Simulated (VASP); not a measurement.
# Al12N in VASP: single point with LDA

Aim: the single point of Al12N with LDA.

All numbers are computed with VASP 6.6.1; they aren't measurements. Logs are shortened: lines on timing, memory, paths and dates and some standing lists are left out, and cuts for length are marked.

## 1. The cell of the first run

The cell holds a slab with vacuum, 13 atoms: a = 5.634 Å, b = 5.634 Å, c = 19.604 Å, α = 90.00°, β = 90.00°, γ = 90.00°.

## 2. Single point, LDA

File INCAR:

```
  PREC = Accurate
  ENCUT = 520
  EDIFF = 1E-6
  ISMEAR = 0
  SIGMA = 0.1
  LREAL = False
  LASPH = True
  NELM = 60
  ALGO = Normal
  ISIF = 2
  LWAVE = False
  LCHARG = False
  LDIPOL = True
  IDIPOL = 3
  DIPOL = 0.5 0.5 0.321
  GGA = CA
  NBANDS = 32
```

File KPOINTS:

```
regular mesh
0
Gamma
  5 5 1
```

File POSCAR:

```
Al12N
1.0
    5.6336864727      0.0000000000      0.0000000000
    0.0000000000      5.6336864727      0.0000000000
    0.0000000000      0.0000000000     19.6042970528
Al N
12 1
Direct
    0.2500000000      0.2500000000      0.2040369001
    0.2500000000      0.7500000000      0.2040369001
    0.7500000000      0.2500000000      0.2040369001
    0.7500000000      0.7500000000      0.2040369001
    0.0000000000      0.0000000000      0.3086956402
    0.0000000000      0.5000000000      0.3086956402
    0.5000000000      0.0000000000      0.3086956402
    0.5000000000      0.5000000000      0.3086956402
    0.2500000000      0.2500000000      0.4133939121
    0.2500000000      0.7500000000      0.4133939121
    0.7500000000      0.2500000000      0.4133939121
    0.7500000000      0.7500000000      0.4133939121
    0.2500000000      0.5000000000      0.4678360792
```

Potentials or basis: VASP PAW LDA potentials, release 64 (Al, N).

On the command line:

```
cat potpaw_LDA.64/Al/POTCAR potpaw_LDA.64/N/POTCAR > POTCAR
mpirun -np 1 vasp_std > vasp.out
```

OUTCAR:

```text
PREC = Accurate
   ENCUT = 520
   EDIFF = 1E-6
   ISMEAR = 0
   LREAL = False
   LASPH = True
   NELM = 60
   ISIF = 2
   GGA = CA

 ion  position               nearest neighbor table
   1  0.250  0.250  0.204-   2 2.82   3 2.82   2 2.82   3 2.82   7 2.86   8 2.86   5 2.86   6 2.86

   2  0.250  0.750  0.204-   1 2.82   4 2.82   1 2.82   4 2.82   7 2.86   8 2.86   5 2.86   6 2.86

   3  0.750  0.250  0.204-   1 2.82   4 2.82   4 2.82   1 2.82   7 2.86   8 2.86   5 2.86   6 2.86
[... 4 lines left out ...]
                            11 2.86  12 2.86   9 2.86  10 2.86
   6  0.000  0.500  0.309-   5 2.82   8 2.82   5 2.82   8 2.82   1 2.86   2 2.86   3 2.86   4 2.86
                            11 2.86  12 2.86   9 2.86  10 2.86
   7  0.500  0.000  0.309-   5 2.82   8 2.82   8 2.82   5 2.82   1 2.86   2 2.86   3 2.86   4 2.86
                            11 2.86  12 2.86   9 2.86  10 2.86
   8  0.500  0.500  0.309-   6 2.82   7 2.82   7 2.82   6 2.82   1 2.86   2 2.86   3 2.86   4 2.86
                            11 2.86  12 2.86   9 2.86  10 2.86
   9  0.250  0.250  0.413-  13 1.77  11 2.82  10 2.82  10 2.82  11 2.82   6 2.86   7 2.86   8 2.86
                             5 2.86
  10  0.250  0.750  0.413-  13 1.77  12 2.82   9 2.82   9 2.82  12 2.82   6 2.86   7 2.86   8 2.86
                             5 2.86
  11  0.750  0.250  0.413-   9 2.82  12 2.82  12 2.82   9 2.82   5 2.86   6 2.86   7 2.86   8 2.86

  12  0.750  0.750  0.413-  10 2.82  11 2.82  11 2.82  10 2.82   5 2.86   6 2.86   7 2.86   8 2.86

  13  0.250  0.500  0.468-   9 1.77  10 1.77

  LATTYP: Found a simple tetragonal cell.
 ALAT       =     5.6336864727
 C/A-ratio  =     3.4798345893

  Lattice vectors:

 A1 = (   5.6336864727,   0.0000000000,   0.0000000000)
 A2 = (   0.0000000000,   5.6336864727,   0.0000000000)
 A3 = (   0.0000000000,   0.0000000000,  19.6042970528)

Analysis of symmetry for initial positions (statically):
=====================================================================
 Subroutine PRICEL returns:
 Original cell was already a primitive cell.

 Routine SETGRP: Setting up the symmetry group for a
 simple tetragonal supercell.

 Subroutine GETGRP returns: Found  4 space group operations
 (whereof  2 operations were pure point group operations)
 out of a pool of 16 trial point group operations.

The static configuration has the point symmetry C_1h.
 The point group associated with its full space group is C_2v.

Analysis of symmetry for dynamics (positions and initial velocities):
=====================================================================
 Subroutine PRICEL returns:
 Original cell was already a primitive cell.

 Routine SETGRP: Setting up the symmetry group for a
 simple tetragonal supercell.

 Subroutine GETGRP returns: Found  4 space group operations
 (whereof  2 operations were pure point group operations)
 out of a pool of 16 trial point group operations.

The dynamic configuration has the point symmetry C_1h.
 The point group associated with its full space group is C_2v.

 Subroutine INISYM returns: Found  4 space group operations
 (whereof  2 operations are pure point group operations),
 and found     1 'primitive' translations

----------------------------------------------------------------------------------------

                                     Primitive cell

  volume of cell :     622.2095

  direct lattice vectors                    reciprocal lattice vectors
     5.633686473  0.000000000  0.000000000     0.177503666  0.000000000  0.000000000
     0.000000000  5.633686473  0.000000000     0.000000000  0.177503666  0.000000000
     0.000000000  0.000000000 19.604297053     0.000000000  0.000000000  0.051009225

  length of vectors
     5.633686473  5.633686473 19.604297053     0.177503666  0.177503666  0.051009225

  position of ions in fractional coordinates (direct lattice)
     0.250000000  0.250000000  0.204036900
     0.250000000  0.750000000  0.204036900
     0.750000000  0.250000000  0.204036900
     0.750000000  0.750000000  0.204036900
     0.000000000  0.000000000  0.308695640
     0.000000000  0.500000000  0.308695640
     0.500000000  0.000000000  0.308695640
     0.500000000  0.500000000  0.308695640
     0.250000000  0.250000000  0.413393912
     0.250000000  0.750000000  0.413393912
     0.750000000  0.250000000  0.413393912
     0.750000000  0.750000000  0.413393912
     0.250000000  0.500000000  0.467836079

  ion indices of the primitive-cell ions
[... 38 lines left out ...]

 Found      9 irreducible k-points:

 Following reciprocal coordinates:
            Coordinates               Weight
  0.000000  0.000000  0.000000      1.000000
  0.200000  0.000000  0.000000      2.000000
  0.000000  0.200000  0.000000      2.000000
  0.400000  0.000000  0.000000      2.000000
  0.000000  0.400000  0.000000      2.000000
  0.200000  0.200000  0.000000      4.000000
  0.400000  0.200000  0.000000      4.000000
 -0.200000  0.400000  0.000000      4.000000
  0.400000  0.400000  0.000000      4.000000
   k-points           NKPTS =      9   k-points in BZ     NKDIM =      9   number of bands    NBANDS=     32
   number of dos      NEDOS =    301   number of ions     NIONS =     13
   total plane-waves  NPLWV = 264600
   dimension x,y,z NGX =    42 NGY =   42 NGZ =  150
   dimension x,y,z NGXF=    84 NGYF=   84 NGZF=  300
   ions per type =              12   1
   NGX,Y,Z   is equivalent  to a cutoff of  12.39, 12.39, 12.72 a.u.
   NGXF,Y,Z  is equivalent  to a cutoff of  24.79, 24.79, 25.44 a.u.
 SYSTEM =  unknown system
   PREC   = accura    normal or accurate (medium, high low for compatibility)
   ISTART =      0    job   : 0-new  1-cont  2-samecut
   ICHARG =      2    charge: 1-file 2-atom 10-const
   ISPIN  =      1    spin polarized calculation?
   LNONCOLLINEAR =      F non collinear calculations
   LSORBIT =      F    spin-orbit coupling
   LASPH  =      T    aspherical Exc in radial PAW
   ENCUT  =  520.0 eV  38.22 Ry    6.18 a.u.  10.47 10.47 36.45*2*pi/ulx,y,z
   NELM   =     60;   NELMIN=  2; NELMDL= -5     # of ELM steps
   EDIFF  = 0.1E-05   stopping-criterion for ELM
   LREAL  =      F    real-space projection
   EDIFFG = 0.1E-04   stopping-criterion for IOM
   NSW    =      0    number of steps for IOM
   IBRION =     -1    ionic relax: 0-MD 1-quasi-New 2-CG
   NFREE  =      0    steps in history (QN), initial steepest desc. (CG)
   ISIF   =      2    stress and relaxation
   ISYM   =      2    0-nonsym 1-usesym 2-fastsym
   POTIM  = 0.5000    time-step for ionic-motion
   TEBEG  =    0.0;   TEEND  =   0.0 temperature during run
   PSTRESS=    0.0 pullay stress
   NELECT =      41.0000    total number of electrons
   NUPDOWN=      -1.0000    fix difference up-down
   EMIN   =  10.00;   EMAX   =-10.00  energy-range for DOS
   EFERMI =   0.00;   METHOD = LEGACY
   ISMEAR =     0;   SIGMA  =   0.10  broadening in eV -4-tet -1-fermi 0-gaus
   EFERMI_NEDOS =   21; number of points for ismear=-14 and -15
   IALGO  =     38    algorithm
   IMIX   =      4    mixing-type and parameters
     AMIX     =   0.40;   BMIX     =  1.00
     AMIX_MAG =   1.60;   BMIX_MAG =  1.00
  volume/ion in A,a.u.               =      47.86       322.99
  Fermi-wavevector in a.u.,A,eV,Ry     =   0.661237  1.249557  5.948937  0.437235
  Thomas-Fermi vector in A             =   1.733934
   LORBIT       =      0    0 simple, 1 ext, 2 COOP (PROOUT), +10 PAW based schemes
   GGA     = CA    functional components
   LHFCALC =     F    Hartree Fock is set to
   AEXX    =    0.0000 exact exchange contribution
   IVDW    =     0    specifies the selected vdW correction
   LEPSILON=     F    determine dielectric tensor
   LRPA    =     F    only Hartree local field effects (RPA)
 non-spin polarized calculation
 Gauss-broadening in eV      SIGMA  =   0.10
  energy-cutoff  :      520.00
  volume of cell :      622.21
 maximum number of plane-waves:     16799
 NGX is ok and might be reduce to    42
   NGX = 21   NGY = 21   NGZ = 73

 dipolmoment           0.000000      0.000000     -0.134174 electrons x Angstroem

 number of electron      41.0000002 magnetization

 dipolmoment           0.000000      0.000000      0.188066 electrons x Angstroem

 Free energy of the ion-electron system (eV)
  ---------------------------------------------------
  ext. energy  EPLUGINS =         0.00000000
  ---------------------------------------------------
  free energy    TOTEN  =       -54.32770697 eV

  energy without entropy =      -54.28844235  energy(sigma->0) =      -54.30807466

 E-fermi :  -0.8140     XC(G=0):  -4.3754

 val. band max:       -0.8174461201   @ k =   0.2000   0.2000   0.0000
 cond. band min:      -0.7864528706   @ k =   0.4000   0.4000   0.0000
 fundamental gap:      0.0309932495
 Fermi energy:        -0.8140234742

 k-point     1 :       0.0000    0.0000    0.0000
  band No.  band energies     occupation
      1     -14.2071      2.00000
      2     -11.0618      2.00000
      3      -8.7150      2.00000
      4      -6.8029      2.00000
      5      -6.6766      2.00000
      6      -6.6335      2.00000
[... 304 lines left out ...]
     31       2.0680      0.00000
     32       2.5112      0.00000

------------------------ aborting loop because EDIFF is reached ----------------------------------------

 vacuum level on the upper side and lower side of the slab       (xc-potential included)         0.510        -0.533

  FORCE on cell =-STRESS in cart. coord.  units (eV):
  Direction    XX          YY          ZZ          XY          YZ          ZX
  --------------------------------------------------------------------------------------
  -------------------------------------------------------------------------------------
  Total       -4.7865849     -8.4560373      0.0981931      0.0000000      0.0000000      0.0000000
  in kB      -12.3253632    -21.7741320      0.2528453      0.0000000      0.0000000      0.0000000
  external PRESSURE =     -11.2822166 kB  Pullay stress =       0.0000000 kB

 VOLUME and BASIS-vectors are now :
 -----------------------------------------------------------------------------
  energy-cutoff  :      520.00
  volume of cell :      622.21
      direct lattice vectors                 reciprocal lattice vectors
     5.633686473  0.000000000  0.000000000     0.177503666  0.000000000  0.000000000
     0.000000000  5.633686473  0.000000000     0.000000000  0.177503666  0.000000000
     0.000000000  0.000000000 19.604297053     0.000000000  0.000000000  0.051009225

 POSITION                                       TOTAL-FORCE (eV/Angst)
 -----------------------------------------------------------------------------------
      1.40842      1.40842      4.00000        -0.000000     -0.185908      0.071470
      1.40842      4.22526      4.00000        -0.000000      0.185908      0.071470
      4.22526      1.40842      4.00000        -0.000000      0.051827      0.026102
      4.22526      4.22526      4.00000        -0.000000     -0.051827      0.026102
      0.00000      0.00000      6.05176        -0.099580      0.000000      0.023317
      0.00000      2.81684      6.05176        -0.177409      0.000000     -0.215954
      2.81684      0.00000      6.05176         0.099580      0.000000      0.023317
      2.81684      2.81684      6.05176         0.177409      0.000000     -0.215954
      1.40842      1.40842      8.10430        -0.000000     -0.479318      0.140393
      1.40842      4.22526      8.10430         0.000000      0.479318      0.140393
      4.22526      1.40842      8.10430        -0.000000     -0.098368     -0.101980
      4.22526      4.22526      8.10430        -0.000000      0.098368     -0.101980
      1.40842      2.81684      9.17160        -0.000000      0.000000      0.113303
 -----------------------------------------------------------------------------------
    total drift:                               -0.000000      0.000000     -0.000119

  FREE ENERGIE OF THE ION-ELECTRON SYSTEM (eV)
  ---------------------------------------------------
  free  energy   TOTEN  =       -54.3277069659 eV

  energy  without entropy=      -54.2884423490  energy(sigma->0) =      -54.30807466

 vacuum level on the upper side and lower side of the slab         4.756         3.683
```

Run time: 5.8 min. Hardware: 1 thread of Intel Xeon Platinum 8488C (Sapphire Rapids), shared host; peak memory 0.49 GiB.

What came out:

```yaml
Free_energy: -54.3277 eV
Largest_force: 0.499 eV/Å
```

Forces in eV/Å, atoms in the order of the input:
```
Al   0.000 -0.186  0.071
Al   0.000  0.186  0.071
Al   0.000  0.052  0.026
Al   0.000 -0.052  0.026
Al  -0.100  0.000  0.023
Al  -0.177  0.000 -0.216
Al   0.100  0.000  0.023
Al   0.177  0.000 -0.216
Al   0.000 -0.479  0.140
Al   0.000  0.479  0.140
Al   0.000 -0.098 -0.102
Al   0.000  0.098 -0.102
N    0.000  0.000  0.113
```
